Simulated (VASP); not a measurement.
Here is a VASP 6.6.1 calculation.

INCAR

```
PREC     = Accurate       # precision mode
ENCUT    = 600            # plane-wave cutoff, eV
EDIFF    = 1E-6           # SCF threshold, eV
ISMEAR   = -1             # smearing method
SIGMA    = 0.03           # smearing width, eV
LREAL    = F              # projectors in reciprocal space
LASPH    = T              # aspherical terms in the spheres
NELM     = 60             # most SCF steps
ALGO     = Normal         # electronic algorithm
ISIF     = 3              # what is computed and relaxed
LWAVE    = F              # write WAVECAR
LCHARG   = F              # write CHGCAR
GGA      = PS             # functional
IBRION   = 2              # ionic algorithm
NSW      = 100            # ionic steps
EDIFFG   = -0.01          # ionic threshold
```

The input KPOINTS:

```
regular mesh
0
Gamma
  8 8 8
```

POSCAR

```
BeS
1.0
    0.0000000000      2.4351516489      2.4351516489
    2.4351516489      0.0000000000      2.4351516489
    2.4351516489      2.4351516489      0.0000000000
Be S
1 1
Direct
    0.0000000000      0.0000000000      0.0000000000
    0.7500000000      0.7500000000      0.7500000000
```

Potentials or basis: VASP PAW PBE potentials, release 64 (Be, S).

Command:

```bash
$ cat potpaw_PBE.64/Be/POTCAR potpaw_PBE.64/S/POTCAR > POTCAR
$ mpirun -np 1 vasp_std > vasp.out
```

Question: Predict the space group after relaxing (to 0.05 Å).

Answer: F-43m (No. 216).

Question: Estimate the band gap on the k mesh.

Answer: 2.92 eV, indirect (least direct gap 5.61 eV).

Question: Estimate the relaxed cell.

Answer: a = 3.423 Å, b = 3.423 Å, c = 3.423 Å, α = 60.00°, β = 60.00°, γ = 60.00°.

Question: Estimate the relaxed volume.

Answer: 14.18 Å³/atom.

Step by step:
| step | energy change (eV) | largest force (eV/Å) | pressure (GPa) | volume (Å³) |
| --- | --- | --- | --- | --- |
| 1 | 0.0000 | 0.0000 | -1.69 | 28.88 |
| 2 | -0.0026 | 0.0000 | 0.40 | 28.25 |
| 3 | -0.0028 | 0.0000 | 0.00 | 28.36 |

Caveat: the PAW data sets were made with another functional, which shifts forces and pressure a little. A k mesh can miss the band edges.
